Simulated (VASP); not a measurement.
Crystal: P.

```
CELL_PARAMETERS angstrom
1.81702 1.04906 3.09353
-1.81702 1.04906 3.09353
0.00000 -2.09811 3.09353
ATOMIC_POSITIONS crystal
P 0.23620 0.23620 0.23620
P 0.76380 0.76380 0.76380
```

```yaml
Program: VASP 6.6.1
Task: relaxation of cell and atoms
Functional: PBE
Dispersion: D3(BJ)
Potentials_or_basis: VASP PAW PBE potentials, release 64 (P)
Cutoff: 500 eV
k_mesh: 6 × 6 × 6
Occupations: gaussian, width 0.1 eV
Spin: no spin polarisation
```

At the start: pressure -13.9 GPa; volume 17.69 Å³/atom.

Task: How do energy, volume and symmetry change on relaxing?

Result: Over 6 steps the energy falls by 163.7 meV/atom and the volume is 14.94 Å³/atom (-15.6 %); space group R-3m (No. 166, to 0.1 Å) before and after.

Step by step:
```
step  energy change (eV)  largest force (eV/Å)  pressure (GPa)  volume (Å³)
   1              0.0000                1.2628          -13.92        35.38
   2             -0.2673                0.6672            8.22        28.08
   3             -0.3254                0.0115           -0.26        29.99
   4             -0.3254                0.0195            0.13        29.89
   5             -0.3271                0.0192            0.28        29.88
   6             -0.3273                0.0368            0.40        29.88
```

Final structure:
```yaml
crystal:
  lattice:
    - [1.70417, 0.98390, 2.96979]
    - [-1.70417, 0.98390, 2.96979]
    - [0.00000, -1.96781, 2.96979]
  atoms:
    - { symbol: P, position: [0.23155, 0.23155, 0.23155] }
    - { symbol: P, position: [0.76845, 0.76845, 0.76845] }
```

Caveat: the volume moved by over 15 % at a fixed basis, so the end points are rough; the relaxation stopped at a loose force limit of 0.05 eV/Å, so its end isn't a converged minimum.
